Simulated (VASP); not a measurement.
ScAl3, 4 atoms in the cell. The structure is cubic, space group Pm-3m (No. 221). Conventional cell: a = 4.019 Å, b = 4.019 Å, c = 4.019 Å, α = 90.00°, β = 90.00°, γ = 90.00°. Within 3.7 Å of Sc (site symmetry m-3m) lie 12 Al at 2.84 Å. Within 3.7 Å of Al (site symmetry 4/mmm) lie 4 Sc at 2.84 Å and 8 Al at 2.84 Å. 

```yaml
Program: VASP 6.6.1
Task: single point
Functional: PBEsol
Dispersion: D3(BJ)
Potentials_or_basis: VASP PAW PBE potentials, release 64 (Sc_sv, Al)
Cutoff: 520 eV
k_mesh: 7 × 7 × 7
Occupations: fermi-dirac, width 0.05 eV
Spin: no spin polarisation
Dipole_correction: no
Further_INCAR_settings: ALGO = Fast; EDIFF = 1e-06; NBANDS = 18
```

Potentials or basis: VASP PAW PBE potentials, release 64 (Sc_sv, Al).

Run with:

```console
$ cat potpaw_PBE.64/Sc_sv/POTCAR potpaw_PBE.64/Al/POTCAR > POTCAR
$ mpirun -np 1 vasp_std > vasp.out
```

Hardware: 1 thread of AMD EPYC 7R13 Processor (Zen 3), with other jobs on the host.

Problem. Estimate the wall time of this run.

Solution. It took 30 s on 1 thread of AMD EPYC 7R13 Processor (Zen 3) (shared host), peak memory 0.15 GiB. Counts: scf iterations 17, k points 20.
